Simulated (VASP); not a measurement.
Wanted: the native input for a VASP 6.6.1 run.

```yaml
Task: single point
Functional: PBEsol
Potentials_or_basis: VASP PAW PBE potentials, release 64 (Ti_sv, O)
Cutoff: 520 eV
k_mesh: 6 × 6 × 10
Occupations: gaussian, width 0.02 eV
Spin: no spin polarisation
Dipole_correction: no
Further_INCAR_settings: ALGO = Normal; EDIFF = 1e-07; NBANDS = 33
```

The structure of TiO2 lies in POSCAR:

```
TiO2
1.0
    4.5912433041      0.0000000000      0.0000000000
    0.0000000000      4.5912433041      0.0000000000
    0.0000000000      0.0000000000      2.9390135258
Ti O
2 4
Direct
    0.5000000000      0.5000000000      0.0000000000
    0.0000000000      0.0000000000      0.5000000000
    0.6955605226      0.6955605226      0.5000000000
    0.8044394774      0.1955605226      0.0000000000
    0.1955605226      0.8044394774      0.0000000000
    0.3044394774      0.3044394774      0.5000000000
```

One way to write it, as run:

INCAR

```
SYSTEM = TiO2
PREC = Accurate
ENCUT = 520
EDIFF = 1E-7
ISMEAR = 0
SIGMA = 0.02
LREAL = .False.
LASPH = .True.
NELM = 80
ALGO = Normal
ISIF = 2
LWAVE = .False.
LCHARG = .False.
GGA = PS
NBANDS = 33
```

KPOINTS

```
regular mesh
0
Gamma
  6 6 10
  0 0 0
```

Potentials or basis: VASP PAW PBE potentials, release 64 (Ti_sv, O).

Launch:

```sh
$ cat potpaw_PBE.64/Ti_sv/POTCAR potpaw_PBE.64/O/POTCAR > POTCAR
$ mpirun -np 1 vasp_std > vasp.out
```

It gave:

- Pressure: 0.7 GPa
- Largest force: 0.025 eV/Å
- Band gap on the k mesh: 1.84 eV

Caveat: the PAW data sets were made with another functional, which shifts forces and pressure a little.

It took 120 s on 1 thread of Intel(R) Xeon(R) Platinum 8259CL CPU @ 2.50GHz (Skylake/Cascade Lake), with other jobs on the host, peak memory 0.23 GiB.
